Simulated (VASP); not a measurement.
Na2HfO3:

```
Na Hf O
1.0
     3.25267    0.00000    0.00000
    -1.62633    2.81689    0.00000
     0.00000    0.00000    8.04472
Na Hf O
2 1 3
Direct
  0.33333 0.66667 0.67902
  0.66667 0.33333 0.32098
  0.00000 0.00000 0.00000
  0.33333 0.66667 0.14299
  0.66667 0.33333 0.85701
  0.00000 0.00000 0.50000
```

| Property | Result |
| --- | --- |
| Program | VASP 6.6.1 |
| Task | relaxation of cell and atoms |
| Functional | PBEsol |
| Potentials or basis | VASP PAW PBE potentials, release 64 (Na_pv, Hf_pv, O) |
| Cutoff | 600 eV |
| k mesh | 9 × 9 × 4 |
| Occupations | fermi-dirac, width 0.03 eV |
| Spin | no spin polarisation |

At the start: pressure -5.2 GPa; volume 12.28 Å³/atom.

Problem. Where does the relaxation end?

Solution. Over 17 steps the energy falls by 195.4 meV/atom and the volume is 13.72 Å³/atom (+11.7 %); space group P-3m1 (No. 164, to 0.05 Å).

The path:
| step | energy change (eV) | largest force (eV/Å) | pressure (GPa) | volume (Å³) |
| --- | --- | --- | --- | --- |
| 1 | 0.0000 | 2.0424 | -5.16 | 73.71 |
| 2 | -0.5347 | 1.4755 | 6.85 | 69.55 |
| 3 | -0.5430 | 1.3843 | 9.12 | 68.97 |
| 4 | -0.9510 | 0.6581 | 3.96 | 73.08 |
| 5 | -1.1062 | 0.6968 | -1.18 | 81.62 |
| 6 | -1.1291 | 0.5299 | -0.31 | 79.56 |
| 7 | -1.1300 | 0.4876 | -0.08 | 79.07 |
| 8 | -1.1527 | 0.1639 | 0.94 | 79.61 |
| 9 | -1.1580 | 0.0711 | 1.67 | 79.99 |
| 10 | -1.1671 | 0.1820 | -0.97 | 82.36 |
| 11 | -1.1677 | 0.1408 | -0.47 | 81.88 |
| 12 | -1.1710 | 0.0773 | -0.46 | 82.43 |
| 13 | -1.1714 | 0.0790 | -0.45 | 82.64 |
| 14 | -1.1715 | 0.0748 | 0.58 | 82.05 |
| 15 | -1.1720 | 0.0497 | 0.10 | 82.32 |
| 16 | -1.1724 | 0.0268 | 0.06 | 82.33 |
| 17 | -1.1725 | 0.0092 | 0.03 | 82.33 |

Final structure:
```
Na Hf O
1.0
     3.31802    0.00000    0.00000
    -1.65901    2.87349    0.00000
     0.00000    0.00000    8.63528
Na Hf O
2 1 3
Direct
  0.33333 0.66667 0.62298
  0.66667 0.33333 0.37702
  0.00000 0.00000 0.00000
  0.33333 0.66667 0.10613
  0.66667 0.33333 0.89387
  0.00000 0.00000 0.50000
```

Caveat: the PAW data sets were made with another functional, which shifts forces and pressure a little.
